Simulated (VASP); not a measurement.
# BAs (F-43m) in VASP: notebook

Runs on BAs. Level: PBEsol. Tasks: single point.

Program: VASP 6.6.1. These are calculated values, not measurements. Logs are shortened: lines on timing, memory, paths and dates and some standing lists are left out, and cuts for length are marked.

## Step 1: The cell of the first run

Symmetry: F-43m, No. 216, cubic system. The conventional cell has a = 4.612 Å, b = 4.612 Å, c = 4.612 Å, α = 90.00°, β = 90.00°, γ = 90.00°. Within 2.6 Å of B (site symmetry -43m) lie 4 As at 2.00 Å. As (site symmetry -43m) has 4 B at 2.00 Å within 2.6 Å.

## Step 2: Single point, PBEsol

Input file INCAR:

```
SYSTEM = BAs
PREC = Accurate
ENCUT = 520
EDIFF = 1E-7
ISMEAR = 0
SIGMA = 0.01
LREAL = .False.
LASPH = .True.
NELM = 100
ALGO = Normal
ISIF = 2
LWAVE = .False.
LCHARG = .False.
GGA = PS
NBANDS = 11
```

Input file KPOINTS:

```
regular mesh
0
Gamma
  8 8 8
  0 0 0
```

Input file POSCAR:

```
BAs
1.0
    0.0000000000      2.3060713951      2.3060713951
    2.3060713951      0.0000000000      2.3060713951
    2.3060713951      2.3060713951      0.0000000000
B As
1 1
Direct
    0.0000000000      0.0000000000      0.0000000000
    0.2500000000      0.2500000000      0.2500000000
```

Potentials or basis: VASP PAW PBE potentials, release 64 (B, As).

Run with:

```console
$ cat potpaw_PBE.64/B/POTCAR potpaw_PBE.64/As/POTCAR > POTCAR
$ mpirun -np 1 vasp_std > vasp.out
```

OUTCAR:

```text
SYSTEM = BAs
   PREC = Accurate
   ENCUT = 520
   EDIFF = 1E-7
   ISMEAR = 0
   LREAL = .False.
   LASPH = .True.
   NELM = 100
   ISIF = 2
   GGA = PS

 ion  position               nearest neighbor table
   1  0.000  0.000  0.000-   2 2.00   2 2.00   2 2.00   2 2.00
   2  0.250  0.250  0.250-   1 2.00   1 2.00   1 2.00   1 2.00

  LATTYP: Found a face centered cubic cell.
 ALAT       =     4.6121427902

  Lattice vectors:

 A1 = (   0.0000000000,   2.3060713951,   2.3060713951)
 A2 = (   2.3060713951,   0.0000000000,   2.3060713951)
 A3 = (   2.3060713951,   2.3060713951,   0.0000000000)

Analysis of symmetry for initial positions (statically):
=====================================================================
 Subroutine PRICEL returns:
 Original cell was already a primitive cell.

 Routine SETGRP: Setting up the symmetry group for a
 face centered cubic supercell.

 Subroutine GETGRP returns: Found 24 space group operations
 (whereof 24 operations were pure point group operations)
 out of a pool of 48 trial point group operations.

The static configuration has the point symmetry T_d .

Analysis of symmetry for dynamics (positions and initial velocities):
=====================================================================
 Subroutine PRICEL returns:
 Original cell was already a primitive cell.

 Routine SETGRP: Setting up the symmetry group for a
 face centered cubic supercell.

 Subroutine GETGRP returns: Found 24 space group operations
 (whereof 24 operations were pure point group operations)
 out of a pool of 48 trial point group operations.

The dynamic configuration has the point symmetry T_d .

 Subroutine INISYM returns: Found 24 space group operations
 (whereof 24 operations are pure point group operations),
 and found     1 'primitive' translations

----------------------------------------------------------------------------------------

                                     Primitive cell

  volume of cell :      24.5272

  direct lattice vectors                    reciprocal lattice vectors
     0.000000000  2.306071395  2.306071395    -0.216818959  0.216818959  0.216818959
     2.306071395  0.000000000  2.306071395     0.216818959 -0.216818959  0.216818959
     2.306071395  2.306071395  0.000000000     0.216818959  0.216818959 -0.216818959

  length of vectors
     3.261277443  3.261277443  3.261277443     0.375541454  0.375541454  0.375541454

  position of ions in fractional coordinates (direct lattice)
     0.000000000  0.000000000  0.000000000
     0.250000000  0.250000000  0.250000000

  ion indices of the primitive-cell ions
   primitive index   ion index
                 1           1
                 2           2

----------------------------------------------------------------------------------------

 KPOINTS: regular mesh

Automatic generation of k-mesh.
 Grid dimensions read from file:
 generate k-points for:    8    8    8

 Generating k-lattice:

  Cartesian coordinates                     Fractional coordinates (reciprocal lattice)
    -0.027102370  0.027102370  0.027102370     0.125000000  0.000000000  0.000000000
     0.027102370 -0.027102370  0.027102370     0.000000000  0.125000000  0.000000000
     0.027102370  0.027102370 -0.027102370     0.000000000  0.000000000  0.125000000

  Length of vectors
     0.046942682  0.046942682  0.046942682

  Shift w.r.t. Gamma in fractional coordinates (k-lattice)
     0.000000000  0.000000000  0.000000000

 Subroutine IBZKPT returns following result:
 ===========================================

 Found     29 irreducible k-points:

 Following reciprocal coordinates:
            Coordinates               Weight
  0.000000  0.000000  0.000000      1.000000
  0.125000  0.000000  0.000000      8.000000
  0.250000  0.000000  0.000000      8.000000
  0.375000  0.000000  0.000000      8.000000
  0.500000  0.000000  0.000000      4.000000
  0.125000  0.125000  0.000000      6.000000
[... 16 lines left out ...]
  0.500000  0.250000  0.125000     48.000000
 -0.375000  0.250000  0.125000     24.000000
 [... further k-points ...]
   k-points           NKPTS =     29   k-points in BZ     NKDIM =     29   number of bands    NBANDS=     11
   number of dos      NEDOS =    301   number of ions     NIONS =      2
   total plane-waves  NPLWV =  13824
   dimension x,y,z NGX =    24 NGY =   24 NGZ =   24
   dimension x,y,z NGXF=    48 NGYF=   48 NGZF=   48
   ions per type =               1   1
   NGX,Y,Z   is equivalent  to a cutoff of  12.23, 12.23, 12.23 a.u.
   NGXF,Y,Z  is equivalent  to a cutoff of  24.47, 24.47, 24.47 a.u.
 SYSTEM =  BAs
   PREC   = accura    normal or accurate (medium, high low for compatibility)
   ISTART =      0    job   : 0-new  1-cont  2-samecut
   ICHARG =      2    charge: 1-file 2-atom 10-const
   ISPIN  =      1    spin polarized calculation?
   LNONCOLLINEAR =      F non collinear calculations
   LSORBIT =      F    spin-orbit coupling
   LASPH  =      T    aspherical Exc in radial PAW
   ENCUT  =  520.0 eV  38.22 Ry    6.18 a.u.   6.06  6.06  6.06*2*pi/ulx,y,z
   NELM   =    100;   NELMIN=  2; NELMDL= -5     # of ELM steps
   EDIFF  = 0.1E-06   stopping-criterion for ELM
   LREAL  =      F    real-space projection
   EDIFFG = 0.1E-05   stopping-criterion for IOM
   NSW    =      0    number of steps for IOM
   IBRION =     -1    ionic relax: 0-MD 1-quasi-New 2-CG
   NFREE  =      0    steps in history (QN), initial steepest desc. (CG)
   ISIF   =      2    stress and relaxation
   ISYM   =      2    0-nonsym 1-usesym 2-fastsym
   POTIM  = 0.5000    time-step for ionic-motion
   TEBEG  =    0.0;   TEEND  =   0.0 temperature during run
   PSTRESS=    0.0 pullay stress
   NELECT =       8.0000    total number of electrons
   NUPDOWN=      -1.0000    fix difference up-down
   EMIN   =  10.00;   EMAX   =-10.00  energy-range for DOS
   EFERMI =   0.00;   METHOD = LEGACY
   ISMEAR =     0;   SIGMA  =   0.01  broadening in eV -4-tet -1-fermi 0-gaus
   EFERMI_NEDOS =   21; number of points for ismear=-14 and -15
   IALGO  =     38    algorithm
   IMIX   =      4    mixing-type and parameters
     AMIX     =   0.40;   BMIX     =  1.00
     AMIX_MAG =   1.60;   BMIX_MAG =  1.00
  volume/ion in A,a.u.               =      12.26        82.76
  Fermi-wavevector in a.u.,A,eV,Ry     =   1.126909  2.129549 17.278355  1.269923
  Thomas-Fermi vector in A             =   2.263593
   LORBIT       =      0    0 simple, 1 ext, 2 COOP (PROOUT), +10 PAW based schemes
   GGA     = PS    functional components
   LHFCALC =     F    Hartree Fock is set to
   AEXX    =    0.0000 exact exchange contribution
   IVDW    =     0    specifies the selected vdW correction
   LEPSILON=     F    determine dielectric tensor
   LRPA    =     F    only Hartree local field effects (RPA)
 non-spin polarized calculation
 Gauss-broadening in eV      SIGMA  =   0.01
  energy-cutoff  :      520.00
  volume of cell :       24.53
 maximum number of plane-waves:       684
   NGX = 13   NGY = 13   NGZ = 13

 number of electron       7.9999999 magnetization

 Free energy of the ion-electron system (eV)
  ---------------------------------------------------
  ext. energy  EPLUGINS =         0.00000000
  ---------------------------------------------------
  free energy    TOTEN  =       -12.05644551 eV

  energy without entropy =      -12.05644551  energy(sigma->0) =      -12.05644551

 E-fermi :   7.3859     XC(G=0): -11.1838

 val. band max:        7.2590322226   @ k =   0.0000   0.0000   0.0000
 cond. band min:       8.2483588952   @ k =   0.3750   0.3750   0.0000
 fundamental gap:      0.9893266726
 Fermi energy:         7.3858943037

 k-point     1 :       0.0000    0.0000    0.0000
  band No.  band energies     occupation
      1      -9.1875      2.00000
      2       7.2590      2.00000
      3       7.2590      2.00000
      4       7.2590      2.00000
      5      10.6392      0.00000
      6      10.6392      0.00000
      7      10.6392      0.00000
      8      13.3125      0.00000
      9      17.1623      0.00000
     10      20.6381      0.00000
     11      20.6381      0.00000

 k-point     2 :       0.1250    0.0000    0.0000
  band No.  band energies     occupation
      1      -8.9054      2.00000
      2       5.1644      2.00000
      3       6.7623      2.00000
      4       6.7623      2.00000
      5      11.0048      0.00000
      6      11.2857      0.00000
      7      11.2857      0.00000
      8      14.2906      0.00000
      9      18.2484      0.00000
     10      19.0808      0.00000
     11      19.0808      0.00000

 k-point     3 :       0.2500    0.0000    0.0000
  band No.  band energies     occupation
      1      -8.0785      2.00000
      2       1.9347      2.00000
      3       5.9760      2.00000
      4       5.9760      2.00000
      5      10.8478      0.00000
      6      12.1138      0.00000
      7      12.1138      0.00000
      8      15.8097      0.00000
      9      18.6980      0.00000
     10      18.6980      0.00000
     11      18.9889      0.00000

 k-point     4 :       0.3750    0.0000    0.0000
  band No.  band energies     occupation
      1      -6.8222      2.00000
      2      -0.9195      2.00000
      3       5.4313      2.00000
      4       5.4313      2.00000
      5      10.6375      0.00000
      6      12.1983      0.00000
      7      12.1983      0.00000
      8      16.2352      0.00000
      9      19.7588      0.00000
     10      20.3983      0.00000
     11      20.3983      0.00000
[... 239 lines left out ...]
 k-point    22 :       0.3750    0.2500    0.1250
  band No.  band energies     occupation
      1      -7.3536      2.00000
      2       1.8007      2.00000
      3       3.0819      2.00000
      4       5.0211      2.00000
      5      10.5409      0.00000
      6      12.9910      0.00000
      7      13.2970      0.00000
      8      14.9787      0.00000
      9      18.5329      0.00000
     10      21.1568      0.00000
     11      22.4708      0.00000

 k-point    23 :       0.5000    0.2500    0.1250
  band No.  band energies     occupation
      1      -6.1344      2.00000
      2      -0.4390      2.00000
      3       2.3635      2.00000
      4       4.1867      2.00000
      5      11.1870      0.00000
      6      12.6095      0.00000
      7      14.1652      0.00000
      8      15.8639      0.00000
      9      19.1924      0.00000
     10      21.2838      0.00000
     11      23.5989      0.00000

 k-point    24 :      -0.3750    0.2500    0.1250
  band No.  band energies     occupation
      1      -5.2568      2.00000
      2      -1.7743      2.00000
      3       2.2684      2.00000
      4       3.7906      2.00000
      5      11.2782      0.00000
      6      12.2909      0.00000
      7      15.2950      0.00000
      8      16.8605      0.00000
      9      18.0118      0.00000
     10      22.0614      0.00000
     11      23.1491      0.00000

 [... further k-points ...]
[... 5 lines left out ...]
  --------------------------------------------------------------------------------------
  -------------------------------------------------------------------------------------
  Total        2.8299041      2.8299041      2.8299041     -0.0000000     -0.0000000     -0.0000000
  in kB      184.8562175    184.8562175    184.8562175     -0.0000000     -0.0000000     -0.0000000
  external PRESSURE =     184.8562175 kB  Pullay stress =       0.0000000 kB

 VOLUME and BASIS-vectors are now :
 -----------------------------------------------------------------------------
  energy-cutoff  :      520.00
  volume of cell :       24.53
      direct lattice vectors                 reciprocal lattice vectors
     0.000000000  2.306071395  2.306071395    -0.216818959  0.216818959  0.216818959
     2.306071395  0.000000000  2.306071395     0.216818959 -0.216818959  0.216818959
     2.306071395  2.306071395  0.000000000     0.216818959  0.216818959 -0.216818959

 POSITION                                       TOTAL-FORCE (eV/Angst)
 -----------------------------------------------------------------------------------
      0.00000      0.00000      0.00000         0.000000      0.000000      0.000000
      1.15304      1.15304      1.15304        -0.000000      0.000000     -0.000000
 -----------------------------------------------------------------------------------
    total drift:                                0.000000      0.000000      0.000000

  FREE ENERGIE OF THE ION-ELECTRON SYSTEM (eV)
  ---------------------------------------------------
  free  energy   TOTEN  =       -12.0564455066 eV

  energy  without entropy=      -12.0564455066  energy(sigma->0) =      -12.05644551
```

Wall time 6.4 s (1 thread of Intel Xeon Platinum 8488C (Sapphire Rapids), shared host); peak memory 0.14 GiB.

What came out:

```yaml
Free_energy: -12.0564 eV
Pressure: 18.5 GPa
Band_gap_on_the_k_mesh: 0.99 eV, indirect (least direct gap 3.38 eV)
```

Caveat: the PAW data sets were made with another functional, which shifts forces and pressure a little. A k mesh can miss the band edges.

(Part 1 of 2 ends here.)
